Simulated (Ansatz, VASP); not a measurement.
## Ba3MgTi4O12 in VASP and in Ansatz

The input INCAR:

```
SYSTEM = Ba3MgTi4O12
PREC = Accurate ; ENCUT = 520
EDIFF = 1E-8 ; ISMEAR = -1
SIGMA = 0.01 ; LREAL = Auto
LASPH = .True. ; NELM = 60
ALGO = Normal ; ISIF = 2
LWAVE = .False. ; LCHARG = .False.
GGA = PE ; LEFG = .True.
NBANDS = 92
```

KPOINTS

```
regular mesh
0
Gamma
  3 3 3
  0 0 0
```

POSCAR

```
Ba3MgTi4O12
1.0
   -4.0060000000      4.0060000000      4.0060000000
    4.0060000000     -4.0060000000      4.0060000000
    4.0060000000      4.0060000000     -4.0060000000
Mg Ba Ti O
1 3 4 12
Direct
    0.5000000000      0.5000000000      0.5000000000
    0.0000000000      0.0000000000      0.5000000000
    0.0000000000      0.5000000000      0.0000000000
    0.5000000000      0.0000000000      0.0000000000
    0.0000000000      0.0000000000      0.0000000000
    0.5000000000      0.5000000000      0.0000000000
    0.5000000000      0.0000000000      0.5000000000
    0.0000000000      0.5000000000      0.5000000000
    0.0000000000      0.2500000000      0.2500000000
    0.5000000000      0.7500000000      0.2500000000
    0.5000000000      0.2500000000      0.7500000000
    0.0000000000      0.7500000000      0.7500000000
    0.2500000000      0.0000000000      0.2500000000
    0.7500000000      0.5000000000      0.2500000000
    0.7500000000      0.0000000000      0.7500000000
    0.2500000000      0.5000000000      0.7500000000
    0.2500000000      0.2500000000      0.0000000000
    0.7500000000      0.7500000000      0.0000000000
    0.7500000000      0.2500000000      0.5000000000
    0.2500000000      0.7500000000      0.5000000000
```

Input for Ansatz:

```yaml
crystal:
  lattice:
    - [-4.006, 4.006, 4.006]
    - [4.006, -4.006, 4.006]
    - [4.006, 4.006, -4.006]
  atoms:
    - { symbol: Mg, position: [0.5, 0.5, 0.5] }
    - { symbol: Ba, position: [0.0, 0.0, 0.5] }
    - { symbol: Ba, position: [0.0, 0.5, 0.0] }
    - { symbol: Ba, position: [0.5, 0.0, 0.0] }
    - { symbol: Ti, position: [0.0, 0.0, 0.0] }
    - { symbol: Ti, position: [0.5, 0.5, 0.0] }
    - { symbol: Ti, position: [0.5, 0.0, 0.5] }
    - { symbol: Ti, position: [0.0, 0.5, 0.5] }
    - { symbol: O, position: [0.0, 0.25, 0.25] }
    - { symbol: O, position: [0.5, 0.75, 0.25] }
    - { symbol: O, position: [0.5, 0.25, 0.75] }
    - { symbol: O, position: [0.0, 0.75, 0.75] }
    - { symbol: O, position: [0.25, 0.0, 0.25] }
    - { symbol: O, position: [0.75, 0.5, 0.25] }
    - { symbol: O, position: [0.75, 0.0, 0.75] }
    - { symbol: O, position: [0.25, 0.5, 0.75] }
    - { symbol: O, position: [0.25, 0.25, 0.0] }
    - { symbol: O, position: [0.75, 0.75, 0.0] }
    - { symbol: O, position: [0.75, 0.25, 0.5] }
    - { symbol: O, position: [0.25, 0.75, 0.5] }
kpoints:
  mp_grid: { grid: [3, 3, 3] }
scf:
  occupations: { method: fermi_dirac, width: 0.01 }
hamiltonian:
  xc: pbe
  pseudopotentials: { kind: paw }
output:
  forces: true
  stress: true
  populations: true
  efg:
    quadrupole_moments_barn: { Mg: 0.1994, Ba: 0.236, Ti: 0.247, O: -0.02558 }
    contact_densities: true
  write_density: true
  write_potential: true
  elf: true
  volumetric_format: npy
```

Alike in both runs: task electric field gradients; functional PBE; k mesh 3 × 3 × 3; occupations fermi-dirac, width 0.01 eV; no spin polarisation.

```csv
,VASP,Ansatz
version,VASP 6.6.1,Ansatz 0.2.0
potentials or method,"VASP PAW PBE potentials, release 64 (Mg, Ba_sv, Ti_sv, O)","plane-wave PAW, scalar-relativistic"
plane-wave cutoff (eV),520,420
valence electrons in the cell,152,160
```

VASP gave:

| Quantity | Value |
| --- | --- |
| gap on the k mesh at the Fermi level (eV) | 1.77 |
| pressure (GPa) | -2.0 |
| rms of the force components (eV/Å) | 0.183 |
| size of Vzz on the site where it differs most (V/Å²) | 17.5 |

Task: Estimate Ansatz's values.

Result: gap on the k mesh at the Fermi level (eV): 1.81; pressure (GPa): -3.4; rms of the force components (eV/Å): 0.166; size of Vzz on the site where it differs most (V/Å²): 16.4.

Atom by atom the forces differ by 0.017 eV/Å (rms over components). One of these differences is far larger than is usual between the two programs; its cause wasn't traced. VASP's potentials hold 152 valence electrons a cell and Ansatz's 160, so a difference there can come from the potentials and not from the codes.

Spin-orbit coupling is off throughout.
